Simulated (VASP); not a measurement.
A run of VASP 6.6.1 is set up as follows.

File INCAR:

```
PREC = Accurate
ENCUT = 600
EDIFF = 1E-6
ISMEAR = -1
SIGMA = 0.05
LREAL = F
LASPH = T
NELM = 100
ALGO = Normal
ISIF = 3
LWAVE = F
LCHARG = F
GGA = PS
IBRION = 2
NSW = 60
EDIFFG = -0.01
PSTRESS = 50.0
```

The input KPOINTS:

```
Automatic mesh
0
Gamma
  9 9 5
```

File POSCAR:

```
In
1.0
    3.3354847820      0.0000000000      0.0000000000
   -1.6677423910      2.8886145552      0.0000000000
    0.0000000000      0.0000000000      5.5091429200
In
2
Direct
    0.6666666667      0.3333333333      0.7500000000
    0.3333333333      0.6666666667      0.2500000000
```

Potentials or basis: VASP PAW PBE potentials, release 64 (In_d).

The run is started by

```console
$ cat potpaw_PBE.64/In_d/POTCAR > POTCAR
$ mpirun -np 1 vasp_std > vasp.out
```

Q: What does it give for the band gap on the k mesh?

A: Zero (band 13 reaches 11.27 eV, above the bottom of band 14 at 6.57 eV).

Q: Predict the relaxed cell.

A: a = 3.217 Å, b = 3.217 Å, c = 5.231 Å, α = 90.00°, β = 90.00°, γ = 120.00°.

Final structure:
```cif
data_structure
_symmetry_space_group_name_H-M 'P 1'
_symmetry_Int_Tables_number 1
_cell_length_a 3.2172
_cell_length_b 3.2172
_cell_length_c 5.2311
_cell_angle_alpha 90.000
_cell_angle_beta 90.000
_cell_angle_gamma 120.000
_cell_volume 46.89
loop_
_atom_site_label
_atom_site_type_symbol
_atom_site_fract_x
_atom_site_fract_y
_atom_site_fract_z
_atom_site_occupancy
In1 In 0.66667 0.33333 0.75000 1
In2 In 0.33333 0.66667 0.25000 1
```

Caveat: the cell is relaxed towards a set pressure, so the enthalpy falls and the energy may rise; spin-orbit coupling is left out, which moves the levels of the heavy elements.
